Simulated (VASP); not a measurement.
Crystal: In3Cu.

```
CELL_PARAMETERS angstrom
4.48277 0.00000 0.00000
0.00000 4.48277 0.00000
0.00000 0.00000 4.48277
ATOMIC_POSITIONS crystal
In 0.00000 0.50000 0.50000
In 0.50000 0.00000 0.50000
In 0.50000 0.50000 0.00000
Cu 0.00000 0.00000 0.00000
```

Program: VASP 6.6.1. Alike in all runs: task single point; potentials or basis VASP PAW PBE potentials, release 64 (In_d, Cu); no spin polarisation; cell as given; k mesh 5 × 5 × 5; smearing gaussian 0.2 eV.

Problem. Order these runs on this cell by their pressure, lowest first.
A. level RPBE; cutoff (eV) 600
B. level PBE; cutoff (eV) 600
C. level BLYP; cutoff (eV) 600
D. level r2SCAN; cutoff (eV) 660

Solution. D (-1.6 GPa), B (0.9 GPa), A (2.9 GPa), C (5.7 GPa).

Caveats: the PAW data sets were made with another functional, which shifts forces and pressure a little (at least some runs); the cell stands under pressure (at least some runs).
